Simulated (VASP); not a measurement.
# Pd (Im-3m) in VASP: further runs

The runs below take Pd through single point, with PBEsol.

All numbers are computed with VASP 6.6.1; they aren't measurements. Logs are shortened: lines on timing, memory, paths and dates and some standing lists are left out, and cuts for length are marked.

### 1 The cell of the first run

It takes space group Im-3m (No. 229, cubic). The conventional cell has a = 3.086 Å, b = 3.086 Å, c = 3.086 Å, α = 90.00°, β = 90.00°, γ = 90.00°. Pd (site symmetry m-3m) has 14 Pd at 2.67 to 3.09 Å within 3.5 Å.

This isn't the form of Pd at room conditions, which is fcc.

### 2 Single point, PBEsol

Contents of INCAR:

```
PREC = Accurate ; ENCUT = 500
EDIFF = 1E-6 ; ISMEAR = 0
SIGMA = 0.1 ; LREAL = False
LASPH = True ; NELM = 120
ALGO = Normal ; ISIF = 2
LWAVE = False ; LCHARG = False
GGA = PS ; NBANDS = 11
GGA_COMPAT = False
```

Contents of KPOINTS:

```
Automatic mesh
0
Gamma
  8 8 8
```

Contents of POSCAR:

```
Pd
1.0
   -1.5431889841      1.5431889841      1.5431889841
    1.5431889841     -1.5431889841      1.5431889841
    1.5431889841      1.5431889841     -1.5431889841
Pd
1
Direct
    0.0000000000      0.0000000000      0.0000000000
```

Potentials or basis: VASP PAW PBE potentials, release 64 (Pd).

Command:

```sh
> cat potpaw_PBE.64/Pd/POTCAR > POTCAR
> mpirun -np 1 vasp_std > vasp.out
```

OUTCAR:

```text
PREC = Accurate
   ENCUT = 500
   EDIFF = 1E-6
   ISMEAR = 0
   LREAL = False
   LASPH = True
   NELM = 120
   ISIF = 2
   GGA = PS

 ion  position               nearest neighbor table
   1  0.000  0.000  0.000-

  LATTYP: Found a body centered cubic cell.
 ALAT       =     3.0863779682

  Lattice vectors:

 A1 = (  -1.5431889841,   1.5431889841,   1.5431889841)
 A2 = (   1.5431889841,  -1.5431889841,   1.5431889841)
 A3 = (   1.5431889841,   1.5431889841,  -1.5431889841)

Analysis of symmetry for initial positions (statically):
=====================================================================
 Subroutine PRICEL returns:
 Original cell was already a primitive cell.

 Routine SETGRP: Setting up the symmetry group for a
 body centered cubic supercell.

 Subroutine GETGRP returns: Found 48 space group operations
 (whereof 48 operations were pure point group operations)
 out of a pool of 48 trial point group operations.

The static configuration has the point symmetry O_h .

Analysis of symmetry for dynamics (positions and initial velocities):
=====================================================================
 Subroutine PRICEL returns:
 Original cell was already a primitive cell.

 Routine SETGRP: Setting up the symmetry group for a
 body centered cubic supercell.

 Subroutine GETGRP returns: Found 48 space group operations
 (whereof 48 operations were pure point group operations)
 out of a pool of 48 trial point group operations.

The dynamic configuration has the point symmetry O_h .

 Subroutine INISYM returns: Found 48 space group operations
 (whereof 48 operations are pure point group operations),
 and found     1 'primitive' translations

----------------------------------------------------------------------------------------

                                     Primitive cell

  volume of cell :      14.7000

  direct lattice vectors                    reciprocal lattice vectors
    -1.543188984  1.543188984  1.543188984     0.000000000  0.324004386  0.324004386
     1.543188984 -1.543188984  1.543188984     0.324004386  0.000000000  0.324004386
     1.543188984  1.543188984 -1.543188984     0.324004386  0.324004386  0.000000000

  length of vectors
     2.672881726  2.672881726  2.672881726     0.458211398  0.458211398  0.458211398

  position of ions in fractional coordinates (direct lattice)
     0.000000000  0.000000000  0.000000000
[... 81 lines left out ...]
   NFREE  =      0    steps in history (QN), initial steepest desc. (CG)
   ISIF   =      2    stress and relaxation
   ISYM   =      2    0-nonsym 1-usesym 2-fastsym
   POTIM  = 0.5000    time-step for ionic-motion
   TEBEG  =    0.0;   TEEND  =   0.0 temperature during run
   PSTRESS=    0.0 pullay stress
   NELECT =      10.0000    total number of electrons
   NUPDOWN=      -1.0000    fix difference up-down
   EMIN   =  10.00;   EMAX   =-10.00  energy-range for DOS
   EFERMI =   0.00;   METHOD = LEGACY
   ISMEAR =     0;   SIGMA  =   0.10  broadening in eV -4-tet -1-fermi 0-gaus
   EFERMI_NEDOS =   21; number of points for ismear=-14 and -15
   IALGO  =     38    algorithm
   IMIX   =      4    mixing-type and parameters
     AMIX     =   0.40;   BMIX     =  1.00
     AMIX_MAG =   1.60;   BMIX_MAG =  1.00
  volume/ion in A,a.u.               =      14.70        99.20
  Fermi-wavevector in a.u.,A,eV,Ry     =   1.439801  2.720829 28.205233  2.073026
  Thomas-Fermi vector in A             =   2.558616
   LORBIT       =      0    0 simple, 1 ext, 2 COOP (PROOUT), +10 PAW based schemes
   GGA     = PS    functional components
   LHFCALC =     F    Hartree Fock is set to
   AEXX    =    0.0000 exact exchange contribution
   IVDW    =     0    specifies the selected vdW correction
   LEPSILON=     F    determine dielectric tensor
   LRPA    =     F    only Hartree local field effects (RPA)
 non-spin polarized calculation
 Gauss-broadening in eV      SIGMA  =   0.10
  energy-cutoff  :      500.00
  volume of cell :       14.70
 maximum number of plane-waves:       384
   NGX =  9   NGY =  9   NGZ =  9

 number of electron      10.0000000 magnetization

 number of electron       9.9999999 magnetization

 Free energy of the ion-electron system (eV)
  ---------------------------------------------------
  ext. energy  EPLUGINS =         0.00000000
  ---------------------------------------------------
  free energy    TOTEN  =        -5.88638524 eV

  energy without entropy =       -5.87648107  energy(sigma->0) =       -5.88143315

 E-fermi :   9.6475     XC(G=0): -13.3955

 val. band max:        9.6433174463   @ k =  -0.3750   0.5000   0.1250
 cond. band min:       9.6817963086   @ k =  -0.3750   0.5000   0.2500
 fundamental gap:      0.0384788623
 Fermi energy:         9.6475069029

 k-point     1 :       0.0000    0.0000    0.0000
  band No.  band energies     occupation
      1       2.4190      2.00000
      2       6.6868      2.00000
      3       6.6868      2.00000
      4       6.6868      2.00000
      5       8.7237      2.00000
      6       8.7237      2.00000
      7      29.0064      0.00000
      8      29.0064      0.00000
      9      29.0064      0.00000
     10      35.9643      0.00000
     11      37.6391      0.00000
[... 309 lines left out ...]
 k-point    24 :      -0.3750    0.3750    0.2500
  band No.  band energies     occupation
      1       5.4014      2.00000
      2       5.8050      2.00000
      3       7.3361      2.00000
      4       7.9360      2.00000
      5       9.3678      1.99992
      6      12.5910      0.00000
      7      21.6335      0.00000
      8      24.1088      0.00000
      9      26.5422      0.00000
     10      28.9787      0.00000
     11      35.8292      0.00000

 [... further k-points ...]

------------------------ aborting loop because EDIFF is reached ----------------------------------------

  FORCE on cell =-STRESS in cart. coord.  units (eV):
  Direction    XX          YY          ZZ          XY          YZ          ZX
  --------------------------------------------------------------------------------------
  -------------------------------------------------------------------------------------
  Total       -0.0280157     -0.0280157     -0.0280157      0.0000000      0.0000000     -0.0000000
  in kB       -3.0534821     -3.0534821     -3.0534821      0.0000000      0.0000000     -0.0000000
  external PRESSURE =      -3.0534821 kB  Pullay stress =       0.0000000 kB

 VOLUME and BASIS-vectors are now :
 -----------------------------------------------------------------------------
  energy-cutoff  :      500.00
  volume of cell :       14.70
      direct lattice vectors                 reciprocal lattice vectors
    -1.543188984  1.543188984  1.543188984     0.000000000  0.324004386  0.324004386
     1.543188984 -1.543188984  1.543188984     0.324004386  0.000000000  0.324004386
     1.543188984  1.543188984 -1.543188984     0.324004386  0.324004386  0.000000000

 POSITION                                       TOTAL-FORCE (eV/Angst)
 -----------------------------------------------------------------------------------
      0.00000      0.00000      0.00000        -0.000000      0.000000      0.000000
 -----------------------------------------------------------------------------------
    total drift:                                0.000000     -0.000000      0.000000

  FREE ENERGIE OF THE ION-ELECTRON SYSTEM (eV)
  ---------------------------------------------------
  free  energy   TOTEN  =        -5.8863852351 eV

  energy  without entropy=       -5.8764810688  energy(sigma->0) =       -5.88143315
```

stdout:

```text
POSCAR found type information on POSCAR Pd
 POSCAR found :  1 types and       1 ions
 scaLAPACK will be used
 -----------------------------------------------------------------------------
|                                                                             |
|                                                                             |
|     You enforced a specific xc type in the INCAR file but a different       |
|     I HOPE YOU KNOW WHAT YOU ARE DOING!                                     |
|                                                                             |
 -----------------------------------------------------------------------------

 LDA part: xc-table for (Slater+PW92), standard interpolation
 POSCAR, INCAR and KPOINTS ok, starting setup
 FFT: planning ... GRIDC
 FFT: planning ... GRID_SOFT
 FFT: planning ... GRID
 WAVECAR not read
 entering main loop
```

Wall time 3.8 s (1 thread of Intel Xeon Platinum 8259CL at 2.50GHz (Skylake/Cascade Lake), shared host); peak memory 0.12 GiB.

What came out:

* Free energy: -5.8864 eV
* Pressure: -0.3 GPa
* Band gap on the k mesh: zero (bands 5 and 6 overlap by 1.58 eV)

Levels at points of the mesh, in eV from the Fermi level:
```csv
k point,band 3,band 4,band 5,band 6,band 7,band 8
"(0.00, 0.00, 0.00)",-2.96,-2.96,-0.92,-0.92,19.36,19.36
"(0.50, 0.00, 0.00)",-1.00,-0.68,0.66,1.33,7.97,15.12
"(0.50, 0.50, 0.50)",0.26,0.26,0.26,9.19,9.19,9.19
```

Caveat: the PAW data sets were made with another functional, which shifts forces and pressure a little.

### 3 Single point, PBEsol

This run uses another cell than the first one, of 14.66 Å³/atom.

Contents of INCAR:

```
  PREC = Accurate
  ENCUT = 500
  EDIFF = 1E-6
  ISMEAR = 0
  SIGMA = 0.1
  LREAL = F
  LASPH = T
  NELM = 120
  ALGO = Normal
  ISIF = 2
  LWAVE = F
  LCHARG = F
  GGA = PS
  NBANDS = 11
  GGA_COMPAT = F
```

Contents of KPOINTS:

```
Automatic mesh
0
Gamma
  18 18 18
```

Contents of POSCAR:

```
Pd
1.0
   -1.5417549778      1.5417549778      1.5417549778
    1.5417549778     -1.5417549778      1.5417549778
    1.5417549778      1.5417549778     -1.5417549778
Pd
1
Direct
    0.0000000000      0.0000000000      0.0000000000
```

Potentials or basis: VASP PAW PBE potentials, release 64 (Pd).

Command:

```sh
> cat potpaw_PBE.64/Pd/POTCAR > POTCAR
> mpirun -np 1 vasp_std > vasp.out
```

Run time: 16 s. Hardware: 1 thread of Intel Xeon Platinum 8259CL at 2.50GHz (Skylake/Cascade Lake), shared host; peak memory 0.15 GiB.

Results (log left out):

```
Free energy            : -5.9126 eV
Pressure               : -0.3 GPa
Band gap on the k mesh : zero (bands 5 and 6 overlap by 1.68 eV)
```

Levels at points of the mesh, in eV from the Fermi level:
```tsv
k point	band 2	band 3	band 4	band 5	band 6	band 7	band 8	band 9
(0.00, 0.00, 0.00)	-3.01	-3.01	-3.01	-0.97	-0.97	19.33	19.33	19.33
(0.50, 0.00, 0.00)	-4.24	-1.04	-0.72	0.62	1.30	7.96	15.10	17.85
(0.50, 0.50, 0.50)	-5.33	0.22	0.22	0.22	9.17	9.17	9.17	17.76
```

Caveat: the PAW data sets were made with another functional, which shifts forces and pressure a little.

The gap in the log of VASP goes by the Fermi energy; the results here count the filled bands.